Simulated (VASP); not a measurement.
# K2NaBCl6 (P1) in VASP: a series of runs

The runs below take K2NaBCl6 through single point, with PBE, PBEsol.

Everything below comes from runs of VASP 6.6.1. Logs are shortened: lines on timing, memory, paths and dates and some standing lists are left out, and cuts for length are marked.

### 1 The cell of the first run

The typed cell holds 10 atoms: a = 5.595 Å, b = 5.595 Å, c = 9.034 Å, α = 84.69°, β = 84.63°, γ = 89.09°.

### 2 Single point, PBE

Contents of INCAR:

```
PREC = Accurate ; ENCUT = 520
EDIFF = 1E-6 ; ISMEAR = 0
SIGMA = 0.02 ; LREAL = False
LASPH = True ; NELM = 60
ALGO = Normal ; ISIF = 2
LWAVE = False ; LCHARG = False
GGA = PE ; NBANDS = 46
```

Contents of KPOINTS:

```
regular mesh
0
Gamma
  4 4 4
```

Contents of POSCAR:

```
K2NaBCl6
1.0
    5.5945072000      0.0000000000      0.0000000000
    0.0888661000      5.5945047000      0.0000000000
    0.8459569000      0.8231893000      8.9570094000
K Na B Cl
2 1 1 6
Direct
    0.5730620000      0.5397650000      0.2888010000
    0.4586440000      0.4313880000      0.7168230000
    0.0246910000      0.9799490000      0.4997280000
    0.0776210000      0.9184440000      0.9991640000
    0.4036390000      0.9674500000      0.0028550000
    0.5202640000      0.9732870000      0.5156380000
    0.0204130000      0.5939720000      0.9955690000
    0.0338810000      0.4847470000      0.4836940000
    0.9133080000      0.0258420000      0.1710190000
    0.9744780000      0.0851570000      0.8267090000
```

Potentials or basis: VASP PAW PBE potentials, release 64 (K_sv, Na_pv, B, Cl).

The run is started by

```sh
$ cat potpaw_PBE.64/K_sv/POTCAR potpaw_PBE.64/Na_pv/POTCAR potpaw_PBE.64/B/POTCAR potpaw_PBE.64/Cl/POTCAR > POTCAR
$ mpirun -np 1 vasp_std > vasp.out
```

OUTCAR:

```text
PREC = Accurate
   ENCUT = 520
   EDIFF = 1E-6
   ISMEAR = 0
   LREAL = False
   LASPH = True
   NELM = 60
   ISIF = 2
   GGA = PE

 ion  position               nearest neighbor table
   1  0.573  0.540  0.289-
   2  0.459  0.431  0.717-
   3  0.025  0.980  0.500-
   4  0.078  0.918  0.999-   7 1.85   5 1.85   9 1.87  10 1.87
   5  0.404  0.967  0.003-   4 1.85
   6  0.520  0.973  0.516-
   7  0.020  0.594  0.996-   4 1.85
   8  0.034  0.485  0.484-
   9  0.913  0.026  0.171-   4 1.87
  10  0.974  0.085  0.827-   4 1.87

  LATTYP: Found a triclinic cell.
 ALAT       =     5.5945072000
 B/A-ratio  =     1.4030261475
 C/A-ratio  =     2.2894030914
 COS(alpha) =     0.0004409412
 COS(beta)  =     0.5097820392
 COS(gamma) =     0.7014234730

  Lattice vectors:

 A1 = (  -5.5945072000,   0.0000000000,   0.0000000000)
 A2 = (  -5.5056411000,   5.5945047000,   0.0000000000)
 A3 = (  -6.5293302000,  -6.4176940000,  -8.9570094000)

Analysis of symmetry for initial positions (statically):
=====================================================================
 Subroutine PRICEL returns:
 Original cell was already a primitive cell.

 Routine SETGRP: Setting up the symmetry group for a
 triclinic supercell.

 Subroutine GETGRP returns: Found  1 space group operations
 (whereof  1 operations were pure point group operations)
 out of a pool of  2 trial point group operations.

The static configuration has the point symmetry C_1 .

Analysis of symmetry for dynamics (positions and initial velocities):
=====================================================================
 Subroutine PRICEL returns:
 Original cell was already a primitive cell.

 Routine SETGRP: Setting up the symmetry group for a
 triclinic supercell.

 Subroutine GETGRP returns: Found  1 space group operations
 (whereof  1 operations were pure point group operations)
 out of a pool of  2 trial point group operations.

The dynamic configuration has the point symmetry C_1 .

 Subroutine INISYM returns: Found  1 space group operations
 (whereof  1 operations are pure point group operations),
 and found     1 'primitive' translations

----------------------------------------------------------------------------------------

                                     Primitive cell

  volume of cell :     280.3409

  direct lattice vectors                    reciprocal lattice vectors
     5.594507200  0.000000000  0.000000000     0.178746754 -0.002839309 -0.016621034
     0.088866100  5.594504700  0.000000000     0.000000000  0.178746833 -0.016427635
     0.845956900  0.823189300  8.957009400     0.000000000  0.000000000  0.111644407

  length of vectors
     5.594507200  5.595210454  9.034450791     0.179540309  0.179500133  0.111644407

  position of ions in fractional coordinates (direct lattice)
     0.573062000  0.539765000  0.288801000
     0.458644000  0.431388000  0.716823000
     0.024691000  0.979949000  0.499728000
     0.077621000  0.918444000  0.999164000
     0.403639000  0.967450000  0.002855000
     0.520264000  0.973287000  0.515638000
     0.020413000  0.593972000  0.995569000
     0.033881000  0.484747000  0.483694000
     0.913308000  0.025842000  0.171019000
     0.974478000  0.085157000  0.826709000

  ion indices of the primitive-cell ions
   primitive index   ion index
                 1           1
                 2           2
                 3           3
                 4           4
                 5           5
                 6           6
                 7           7
                 8           8
                 9           9
                10          10

----------------------------------------------------------------------------------------

 KPOINTS: regular mesh

Automatic generation of k-mesh.
 Grid dimensions read from file:
 generate k-points for:    4    4    4

 Generating k-lattice:

  Cartesian coordinates                     Fractional coordinates (reciprocal lattice)
     0.044686688 -0.000709827 -0.004155259     0.250000000 -0.000000000  0.000000000
     0.000000000  0.044686708 -0.004106909     0.000000000  0.250000000  0.000000000
     0.000000000  0.000000000  0.027911102     0.000000000  0.000000000  0.250000000

  Length of vectors
     0.044885077  0.044875033  0.027911102

  Shift w.r.t. Gamma in fractional coordinates (k-lattice)
     0.000000000  0.000000000  0.000000000

 Subroutine IBZKPT returns following result:
 ===========================================

 Found     36 irreducible k-points:

 Following reciprocal coordinates:
            Coordinates               Weight
  0.000000  0.000000  0.000000      1.000000
  0.250000  0.000000  0.000000      2.000000
  0.500000  0.000000  0.000000      1.000000
  0.000000  0.250000  0.000000      2.000000
  0.250000  0.250000  0.000000      2.000000
  0.500000  0.250000  0.000000      2.000000
[... 16 lines left out ...]
  0.000000 -0.250000  0.250000      2.000000
  0.250000 -0.250000  0.250000      2.000000
 [... further k-points ...]
   k-points           NKPTS =     36   k-points in BZ     NKDIM =     36   number of bands    NBANDS=     46
   number of dos      NEDOS =    301   number of ions     NIONS =     10
   total plane-waves  NPLWV = 123480
   dimension x,y,z NGX =    42 NGY =   42 NGZ =   70
   dimension x,y,z NGXF=    84 NGYF=   84 NGZF=  140
   ions per type =               2   1   1   6
   NGX,Y,Z   is equivalent  to a cutoff of  12.48, 12.48, 12.88 a.u.
   NGXF,Y,Z  is equivalent  to a cutoff of  24.96, 24.96, 25.76 a.u.
 SYSTEM =  unknown system
   PREC   = accura    normal or accurate (medium, high low for compatibility)
   ISTART =      0    job   : 0-new  1-cont  2-samecut
   ICHARG =      2    charge: 1-file 2-atom 10-const
   ISPIN  =      1    spin polarized calculation?
   LNONCOLLINEAR =      F non collinear calculations
   LSORBIT =      F    spin-orbit coupling
   LASPH  =      T    aspherical Exc in radial PAW
   ENCUT  =  520.0 eV  38.22 Ry    6.18 a.u.  10.40 10.40 16.80*2*pi/ulx,y,z
   NELM   =     60;   NELMIN=  2; NELMDL= -5     # of ELM steps
   EDIFF  = 0.1E-05   stopping-criterion for ELM
   LREAL  =      F    real-space projection
   EDIFFG = 0.1E-04   stopping-criterion for IOM
   NSW    =      0    number of steps for IOM
   IBRION =     -1    ionic relax: 0-MD 1-quasi-New 2-CG
   NFREE  =      0    steps in history (QN), initial steepest desc. (CG)
   ISIF   =      2    stress and relaxation
   ISYM   =      2    0-nonsym 1-usesym 2-fastsym
   POTIM  = 0.5000    time-step for ionic-motion
   TEBEG  =    0.0;   TEEND  =   0.0 temperature during run
   PSTRESS=    0.0 pullay stress
   NELECT =      70.0000    total number of electrons
   NUPDOWN=      -1.0000    fix difference up-down
   EMIN   =  10.00;   EMAX   =-10.00  energy-range for DOS
   EFERMI =   0.00;   METHOD = LEGACY
   ISMEAR =     0;   SIGMA  =   0.02  broadening in eV -4-tet -1-fermi 0-gaus
   EFERMI_NEDOS =   21; number of points for ismear=-14 and -15
   IALGO  =     38    algorithm
   IMIX   =      4    mixing-type and parameters
     AMIX     =   0.40;   BMIX     =  1.00
     AMIX_MAG =   1.60;   BMIX_MAG =  1.00
  volume/ion in A,a.u.               =      28.03       189.18
  Fermi-wavevector in a.u.,A,eV,Ry     =   1.030889  1.948098 14.459355  1.062733
  Thomas-Fermi vector in A             =   2.165010
   LORBIT       =      0    0 simple, 1 ext, 2 COOP (PROOUT), +10 PAW based schemes
   GGA     = PE    functional components
   LHFCALC =     F    Hartree Fock is set to
   AEXX    =    0.0000 exact exchange contribution
   IVDW    =     0    specifies the selected vdW correction
   LEPSILON=     F    determine dielectric tensor
   LRPA    =     F    only Hartree local field effects (RPA)
 non-spin polarized calculation
 Gauss-broadening in eV      SIGMA  =   0.02
  energy-cutoff  :      520.00
  volume of cell :      280.34
 maximum number of plane-waves:      7572
 NGX is ok and might be reduce to    42
   NGX = 21   NGY = 21   NGZ = 33

 number of electron      69.9999998 magnetization

 Free energy of the ion-electron system (eV)
  ---------------------------------------------------
  ext. energy  EPLUGINS =         0.00000000
  ---------------------------------------------------
  free energy    TOTEN  =       -36.29046054 eV

  energy without entropy =      -36.29046054  energy(sigma->0) =      -36.29046054

 E-fermi :  -0.8733     XC(G=0):  -7.5285

 val. band max:       -0.9984780642   @ k =   0.5000   0.5000   0.5000
 cond. band min:       3.8486458315   @ k =   0.0000   0.0000   0.0000
 fundamental gap:      4.8471238957
 Fermi energy:        -0.8733271661

 k-point     1 :       0.0000    0.0000    0.0000
  band No.  band energies     occupation
      1     -29.1870      2.00000
      2     -29.1453      2.00000
      3     -22.2769      2.00000
      4     -22.2233      2.00000
      5     -22.2168      2.00000
      6     -16.3805      2.00000
[... 38 lines left out ...]
     45       7.1518      0.00000
     46       7.1842      0.00000

 k-point     2 :       0.2500    0.0000    0.0000
  band No.  band energies     occupation
      1     -29.1869      2.00000
      2     -29.1453      2.00000
      3     -22.2768      2.00000
      4     -22.2239      2.00000
      5     -22.2173      2.00000
      6     -16.3368      2.00000
[... 38 lines left out ...]
     45       7.3305      0.00000
     46       7.4850      0.00000

 k-point     3 :       0.5000    0.0000    0.0000
  band No.  band energies     occupation
      1     -29.1868      2.00000
      2     -29.1452      2.00000
      3     -22.2768      2.00000
      4     -22.2245      2.00000
      5     -22.2177      2.00000
      6     -16.2887      2.00000
[... 1018 lines left out ...]
     45       7.3086      0.00000
     46       7.5121      0.00000

 k-point    24 :       0.2500   -0.2500    0.2500
  band No.  band energies     occupation
      1     -29.1868      2.00000
      2     -29.1452      2.00000
      3     -22.2768      2.00000
      4     -22.2243      2.00000
      5     -22.2178      2.00000
      6     -16.2914      2.00000
[... 38 lines left out ...]
     45       7.3209      0.00000
     46       7.5990      0.00000

 [... further k-points ...]

------------------------ aborting loop because EDIFF is reached ----------------------------------------

  FORCE on cell =-STRESS in cart. coord.  units (eV):
  Direction    XX          YY          ZZ          XY          YZ          ZX
  --------------------------------------------------------------------------------------
  -------------------------------------------------------------------------------------
  Total       -0.1553656     -0.1647270     -0.1696596      0.0087754      0.0118131     -0.0086074
  in kB       -0.8879303     -0.9414319     -0.9696224      0.0501525      0.0675133     -0.0491925
  external PRESSURE =      -0.9329948 kB  Pullay stress =       0.0000000 kB

 VOLUME and BASIS-vectors are now :
 -----------------------------------------------------------------------------
  energy-cutoff  :      520.00
  volume of cell :      280.34
      direct lattice vectors                 reciprocal lattice vectors
     5.594507200  0.000000000  0.000000000     0.178746754 -0.002839309 -0.016621034
     0.088866100  5.594504700  0.000000000     0.000000000  0.178746833 -0.016427635
     0.845956900  0.823189300  8.957009400     0.000000000  0.000000000  0.111644407

 POSITION                                       TOTAL-FORCE (eV/Angst)
 -----------------------------------------------------------------------------------
      3.49828      3.25746      2.58679        -0.003786      0.001558     -0.008684
      3.21062      3.00348      6.42059         0.002968      0.002149     -0.000476
      0.64797      5.89370      4.47607        -0.000635      0.001063     -0.002964
      1.36112      5.96074      8.94952         0.007054     -0.005294     -0.003149
      2.34655      5.41475      0.02557        -0.044612     -0.006619     -0.004713
      3.43332      5.86953      4.61857        -0.001072     -0.001473      0.005654
      1.00919      4.14252      8.91732         0.007490      0.044102     -0.003499
      0.64181      3.11009      4.33245         0.003837     -0.001996      0.004729
      5.25648      0.28535      1.53182         0.016952     -0.016062     -0.032054
      6.15865      1.15695      7.40484         0.011804     -0.017427      0.045156
 -----------------------------------------------------------------------------------
    total drift:                               -0.000798      0.000490     -0.000304

  FREE ENERGIE OF THE ION-ELECTRON SYSTEM (eV)
  ---------------------------------------------------
  free  energy   TOTEN  =       -36.2904605365 eV

  energy  without entropy=      -36.2904605365  energy(sigma->0) =      -36.29046054
```

Run time: 5.6 min. Hardware: 1 thread of Intel Xeon Platinum 8488C (Sapphire Rapids), shared host; peak memory 0.58 GiB.

Results:

* Free energy: -36.2905 eV
* Pressure: -0.1 GPa
* Largest force: 0.050 eV/Å
* Band gap on the k mesh: 4.85 eV (least direct gap 4.93 eV)

Forces on the atoms (eV/Å):
```
K   -0.004  0.002 -0.009
K    0.003  0.002  0.000
Na  -0.001  0.001 -0.003
B    0.007 -0.005 -0.003
Cl  -0.045 -0.007 -0.005
Cl  -0.001 -0.001  0.006
Cl   0.007  0.044 -0.003
Cl   0.004 -0.002  0.005
Cl   0.017 -0.016 -0.032
Cl   0.012 -0.017  0.045
```

A k mesh can miss the band edges.

(Continued in part 2 of 2.)
